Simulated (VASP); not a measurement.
A run of VASP 6.6.1 is set up as follows.

INCAR

```
SYSTEM = CdS
PREC = Accurate ; ENCUT = 520
EDIFF = 1E-6 ; ISMEAR = 0
SIGMA = 0.02 ; LREAL = .FALSE.
LASPH = .TRUE. ; NELM = 80
ALGO = Normal ; ISIF = 2
LWAVE = .FALSE. ; LCHARG = .FALSE.
NBANDS = 26
```

Contents of KPOINTS:

```
regular mesh
0
G
  9 9 4
  0 0 0
```

File POSCAR:

```
CdS
1.0
    4.0737263950      0.0000000000      0.0000000000
   -2.0368631975      3.5279505462      0.0000000000
    0.0000000000      0.0000000000      6.6388628624
Cd S
2 2
Direct
    0.6666666667      0.3333333333      0.5004620085
    0.3333333333      0.6666666667      0.0004620085
    0.6666666667      0.3333333333      0.8765379915
    0.3333333333      0.6666666667      0.3765379915
```

Potentials or basis: VASP PAW LDA potentials, release 64 (Cd, S).

Run with:

```sh
$ cat potpaw_LDA.64/Cd/POTCAR potpaw_LDA.64/S/POTCAR > POTCAR
$ mpirun -np 1 vasp_std > vasp.out
```

What does it give for the pressure?

0.5 GPa.

What does it give for the band gap on the k mesh?

1.06 eV, direct.
